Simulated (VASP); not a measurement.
A run of VASP 6.6.1 is set up as follows.

The input INCAR:

```
  PREC = Accurate
  ENCUT = 520
  EDIFF = 1E-6
  ISMEAR = 0
  SIGMA = 0.02
  LREAL = Auto
  LASPH = True
  NELM = 60
  ALGO = Normal
  ISIF = 2
  LWAVE = False
  LCHARG = False
  NBANDS = 82
```

KPOINTS

```
Automatic mesh
0
Gamma
  4 4 4
```

File POSCAR:

```
SiO2
1.0
    7.0502880300      0.0000000000      0.0000000000
    0.0000000000      7.0502880300      0.0000000000
    0.0000000000      0.0000000000      7.0502880300
Si O
8 16
Direct
    0.2837569155      0.2837569155      0.2837569155
    0.2162430845      0.7162430845      0.7837569155
    0.7837569155      0.2162430845      0.7162430845
    0.7162430845      0.7837569155      0.2162430845
    1.0220656142      1.0220656142      1.0220656142
    0.4779343858     -0.0220656142      0.5220656142
    0.5220656142      0.4779343858     -0.0220656142
   -0.0220656142      0.5220656142      0.4779343858
    0.1527558841      0.1527558841      0.1527558841
    0.3472441159      0.8472441159      0.6527558841
    0.6527558841      0.3472441159      0.8472441159
    0.8472441159      0.6527558841      0.3472441159
    0.6391200602      0.6644170582      0.0379145809
    0.8608799398      0.3355829418      0.5379145809
    0.1391200602      0.8355829418      0.9620854191
    0.3608799398      0.1644170582      0.4620854191
    0.0379145809      0.6391200602      0.6644170582
    0.5379145809      0.8608799398      0.3355829418
    0.9620854191      0.1391200602      0.8355829418
    0.4620854191      0.3608799398      0.1644170582
    0.6644170582      0.0379145809      0.6391200602
    0.3355829418      0.5379145809      0.8608799398
    0.8355829418      0.9620854191      0.1391200602
    0.1644170582      0.4620854191      0.3608799398
```

Potentials or basis: VASP PAW LDA potentials, release 64 (Si, O).

The run is started by

```console
$ cat potpaw_LDA.64/Si/POTCAR potpaw_LDA.64/O/POTCAR > POTCAR
$ mpirun -np 1 vasp_std > vasp.out
```

**Question.** Predict the largest force.

**Answer.** 0.046 eV/Å.

**Question.** Predict the pressure.

**Answer.** 0.5 GPa.

**Question.** What does it give for the band gap on the k mesh?

**Answer.** 5.64 eV, indirect (least direct gap 5.64 eV).

Forces in eV/Å, atoms in the order of the input:
```
Si   0.011  0.011  0.011
Si  -0.011 -0.011  0.011
Si   0.011 -0.011 -0.011
Si  -0.011  0.011 -0.011
Si   0.027  0.027  0.027
Si  -0.027 -0.027  0.027
Si   0.027 -0.027 -0.027
Si  -0.027  0.027 -0.027
O    0.007  0.007  0.007
O   -0.007 -0.007  0.007
O    0.007 -0.007 -0.007
O   -0.007  0.007 -0.007
O    0.004  0.010 -0.019
O   -0.004 -0.010 -0.019
O    0.004 -0.010  0.019
O   -0.004  0.010  0.019
O   -0.019  0.004  0.010
O   -0.019 -0.004 -0.010
O    0.019  0.004 -0.010
O    0.019 -0.004  0.010
O    0.010 -0.019  0.004
O   -0.010 -0.019 -0.004
O   -0.010  0.019  0.004
O    0.010  0.019 -0.004
```

A k mesh can miss the band edges. Expect the measured gap to be larger: semilocal functionals such as LDA lack the derivative discontinuity.
